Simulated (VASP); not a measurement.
# MgS (F-43m) in VASP: further runs, part 2 of 2

VASP 6.6.1. Earlier steps stand in the parts before.

### 3 Single point, PBE (volume changed by -10%)

INCAR

```
SYSTEM = MgS
PREC = Accurate
ENCUT = 600
EDIFF = 1E-6
ISMEAR = 0
SIGMA = 0.01
LREAL = .FALSE.
LASPH = .TRUE.
NELM = 120
ALGO = Normal
ISIF = 2
LWAVE = .FALSE.
LCHARG = .FALSE.
GGA = PE
NBANDS = 11
GGA_COMPAT = .FALSE.
```

KPOINTS

```
regular mesh
0
G
  4 4 4
  0 0 0
```

POSCAR

```
MgS
1.0
    0.0000000000      2.7331795371      2.7331795371
    2.7331795371      0.0000000000      2.7331795371
    2.7331795371      2.7331795371      0.0000000000
Mg S
1 1
Direct
    0.0000000000      0.0000000000      0.0000000000
    0.7500000000      0.7500000000      0.7500000000
```

Potentials or basis: VASP PAW PBE potentials, release 64 (Mg, S).

The run is started by

```console
$ cat potpaw_PBE.64/Mg/POTCAR potpaw_PBE.64/S/POTCAR > POTCAR
$ mpirun -np 1 vasp_std > vasp.out
```

OUTCAR:

```text
SYSTEM = MgS
   PREC = Accurate
   ENCUT = 600
   EDIFF = 1E-6
   ISMEAR = 0
   LREAL = .FALSE.
   LASPH = .TRUE.
   NELM = 120
   ISIF = 2
   GGA = PE

 ion  position               nearest neighbor table
   1  0.000  0.000  0.000-   2 2.37   2 2.37   2 2.37   2 2.37
   2  0.750  0.750  0.750-   1 2.37   1 2.37   1 2.37   1 2.37

  LATTYP: Found a face centered cubic cell.
 ALAT       =     5.4663590742

  Lattice vectors:

 A1 = (   0.0000000000,   2.7331795371,   2.7331795371)
 A2 = (   2.7331795371,   0.0000000000,   2.7331795371)
 A3 = (   2.7331795371,   2.7331795371,   0.0000000000)

Analysis of symmetry for initial positions (statically):
=====================================================================
 Subroutine PRICEL returns:
 Original cell was already a primitive cell.

 Routine SETGRP: Setting up the symmetry group for a
 face centered cubic supercell.

 Subroutine GETGRP returns: Found 24 space group operations
 (whereof 24 operations were pure point group operations)
 out of a pool of 48 trial point group operations.

The static configuration has the point symmetry T_d .

Analysis of symmetry for dynamics (positions and initial velocities):
=====================================================================
 Subroutine PRICEL returns:
 Original cell was already a primitive cell.

 Routine SETGRP: Setting up the symmetry group for a
 face centered cubic supercell.

 Subroutine GETGRP returns: Found 24 space group operations
 (whereof 24 operations were pure point group operations)
 out of a pool of 48 trial point group operations.

The dynamic configuration has the point symmetry T_d .

 Subroutine INISYM returns: Found 24 space group operations
 (whereof 24 operations are pure point group operations),
 and found     1 'primitive' translations

----------------------------------------------------------------------------------------

[... 101 lines left out ...]
   LHFCALC =     F    Hartree Fock is set to
   AEXX    =    0.0000 exact exchange contribution
   IVDW    =     0    specifies the selected vdW correction
   LEPSILON=     F    determine dielectric tensor
   LRPA    =     F    only Hartree local field effects (RPA)
 non-spin polarized calculation
 Gauss-broadening in eV      SIGMA  =   0.01
  energy-cutoff  :      600.00
  volume of cell :       40.84
 maximum number of plane-waves:      1380
 NGX is ok and might be reduce to    32
   NGX = 15   NGY = 15   NGZ = 15

 number of electron       8.0000001 magnetization

 Free energy of the ion-electron system (eV)
  ---------------------------------------------------
  ext. energy  EPLUGINS =         0.00000000
  ---------------------------------------------------
  free energy    TOTEN  =        -8.32582865 eV

  energy without entropy =       -8.32582865  energy(sigma->0) =       -8.32582865

 E-fermi :   1.8212     XC(G=0):  -8.7976

 val. band max:        1.7735000084   @ k =   0.0000   0.0000   0.0000
 cond. band min:       5.5423179802   @ k =   0.5000   0.5000   0.0000
 fundamental gap:      3.7688179717
 Fermi energy:         1.8212165486

 k-point     1 :       0.0000    0.0000    0.0000
  band No.  band energies     occupation
      1      -9.8689      2.00000
      2       1.7735      2.00000
      3       1.7735      2.00000
      4       1.7735      2.00000
      5       5.7749      0.00000
      6       9.9816      0.00000
      7       9.9816      0.00000
      8       9.9816      0.00000
      9      12.8096      0.00000
     10      12.8096      0.00000
     11      16.3014      0.00000
[... 85 lines left out ...]
 k-point     8 :      -0.2500    0.5000    0.2500
  band No.  band energies     occupation
      1      -8.7247      2.00000
      2      -0.7310      2.00000
      3      -0.3406      2.00000
      4       0.2527      2.00000
      5       7.3551      0.00000
      6      10.1346      0.00000
      7      10.3534      0.00000
      8      10.7156      0.00000
      9      15.3596      0.00000
     10      16.1712      0.00000
     11      16.3224      0.00000

------------------------ aborting loop because EDIFF is reached ----------------------------------------

  FORCE on cell =-STRESS in cart. coord.  units (eV):
  Direction    XX          YY          ZZ          XY          YZ          ZX
  --------------------------------------------------------------------------------------
  -------------------------------------------------------------------------------------
  Total        2.2545039      2.2545039      2.2545039      0.0000000      0.0000000      0.0000000
  in kB       88.4559604     88.4559604     88.4559604      0.0000000      0.0000000      0.0000000
  external PRESSURE =      88.4559604 kB  Pullay stress =       0.0000000 kB

 VOLUME and BASIS-vectors are now :
 -----------------------------------------------------------------------------
  energy-cutoff  :      600.00
  volume of cell :       40.84
      direct lattice vectors                 reciprocal lattice vectors
     0.000000000  2.733179537  2.733179537    -0.182937123  0.182937123  0.182937123
     2.733179537  0.000000000  2.733179537     0.182937123 -0.182937123  0.182937123
     2.733179537  2.733179537  0.000000000     0.182937123  0.182937123 -0.182937123

 POSITION                                       TOTAL-FORCE (eV/Angst)
 -----------------------------------------------------------------------------------
      0.00000      0.00000      0.00000        -0.000000     -0.000000     -0.000000
      4.09977      4.09977      4.09977         0.000000      0.000000      0.000000
 -----------------------------------------------------------------------------------
    total drift:                                0.000000      0.000000      0.000000

  FREE ENERGIE OF THE ION-ELECTRON SYSTEM (eV)
  ---------------------------------------------------
  free  energy   TOTEN  =        -8.3258286460 eV

  energy  without entropy=       -8.3258286460  energy(sigma->0) =       -8.32582865
```

OSZICAR:

```text
N       E                     dE             d eps       ncg     rms          rms(c)
DAV:   1     0.266187020344E+02    0.26619E+02   -0.37336E+03   176   0.646E+02
DAV:   2    -0.707016358500E+01   -0.33689E+02   -0.31832E+02   235   0.107E+02
DAV:   3    -0.882966049910E+01   -0.17595E+01   -0.17577E+01   209   0.254E+01
DAV:   4    -0.884298666983E+01   -0.13326E-01   -0.13325E-01   216   0.279E+00
DAV:   5    -0.884312151874E+01   -0.13485E-03   -0.13485E-03   212   0.274E-01    0.433E+00
DAV:   6    -0.836105584656E+01    0.48207E+00   -0.10874E+00   188   0.408E+00    0.340E+00
DAV:   7    -0.831926109733E+01    0.41795E-01   -0.29209E-01   197   0.228E+00    0.268E+00
DAV:   8    -0.832633531603E+01   -0.70742E-02   -0.20032E-02   188   0.881E-01    0.143E+00
DAV:   9    -0.832564791467E+01    0.68740E-03   -0.20721E-03   212   0.235E-01    0.381E-01
DAV:  10    -0.832582476227E+01   -0.17685E-03   -0.45153E-04   197   0.104E-01    0.950E-02
DAV:  11    -0.832582713703E+01   -0.23748E-05   -0.48509E-05   206   0.297E-02    0.348E-02
DAV:  12    -0.832582863488E+01   -0.14979E-05   -0.43813E-06   194   0.110E-02    0.537E-03
DAV:  13    -0.832582864605E+01   -0.11169E-07   -0.14334E-07   149   0.219E-03
   1 F= -.83258286E+01 E0= -.83258286E+01  d E =-.341987E-13
```

stdout:

```text
POSCAR found type information on POSCAR MgS
 POSCAR found :  2 types and       2 ions
 scaLAPACK will be used
 LDA part: xc-table for (Slater+PW92), standard interpolation
 POSCAR, INCAR and KPOINTS ok, starting setup
 FFT: planning ... GRIDC
 FFT: planning ... GRID_SOFT
 FFT: planning ... GRID
 WAVECAR not read
 entering main loop
```

Run time: 12 s. Hardware: 1 thread of Intel Xeon 8259CL, shared host; peak memory 0.17 GiB.

What came out:

```
Free energy            : -8.3258 eV
Pressure               : 8.8 GPa
Band gap on the k mesh : 3.77 eV, indirect (least direct gap 4.00 eV)
```

Levels at points of the mesh, in eV from the valence-band top:
| k point | band 2 | band 3 | band 4 | band 5 | band 6 | band 7 |
| --- | --- | --- | --- | --- | --- | --- |
| (0.00, 0.00, 0.00) | 0.00 | 0.00 | 0.00 | 4.00 | 8.21 | 8.21 |
| (0.50, 0.00, 0.00) | -3.51 | -0.36 | -0.36 | 5.49 | 7.77 | 7.77 |
| (0.50, 0.50, 0.00) | -3.12 | -1.16 | -1.16 | 3.77 | 5.76 | 12.23 |

Caveat: the k points lie up to 0.50 Å⁻¹ apart. A k mesh can miss the band edges.
